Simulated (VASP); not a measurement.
A run of VASP 6.6.1 is set up as follows.

Contents of POSCAR:

```
BN
1.0
   -0.0321258931      1.7726995604      1.7726995604
    1.7726995604     -0.0321258931      1.7726995604
    1.7726995604      1.7726995604     -0.0321258931
B N
1 1
Direct
   -0.0003030590     -0.0003030590     -0.0003030590
    0.2503030590      0.2503030590      0.2503030590
```

Contents of INCAR.step1:

```
ALGO = Normal
EDIFF = 1E-5
ENCUT = 520
GGA = PE
ISIF = 2
ISMEAR = 0
LASPH = T
LCHARG = F
LREAL = F
LWAVE = T
NBANDS = 11
NELM = 100
PREC = Accurate
SIGMA = 0.01
```

INCAR.step2

```
ALGO = Normal
EDIFF = 1E-7
ENCUT = 520
GGA = PE
HFSCREEN = 0.2079
ISIF = 2
ISMEAR = 0
ISTART = 1
LASPH = T
LCHARG = F
LHFCALC = T
LREAL = F
LWAVE = F
NBANDS = 11
NELM = 100
PREC = Accurate
PRECFOCK = Normal
SIGMA = 0.01
```

The input KPOINTS:

```
k-points
0
Gamma
  8 8 8
```

Potentials or basis: VASP PAW PBE potentials, release 64 (B, N).

The run is started by

```bash
$ cat potpaw_PBE.64/B/POTCAR potpaw_PBE.64/N/POTCAR > POTCAR
$ cp INCAR.step1 INCAR
$ mpirun -np 1 vasp_std > vasp.out
$ cp INCAR.step2 INCAR
$ mpirun -np 1 vasp_std > vasp.out
```

Q: What does it give for the pressure?

A: 7.5 GPa.

Q: Estimate the band gap on the k mesh.

A: 5.70 eV (least direct gap 10.38 eV).

Forces on the atoms (eV/Å):
```
B   -0.016 -0.016 -0.016
N    0.016  0.016  0.016
```

Caveat: the cell differs from its parent crystal (strain along [111] -2.7%); the cell stands under pressure; the PAW data sets were made with another functional, which shifts forces and pressure a little. A k mesh can miss the band edges.
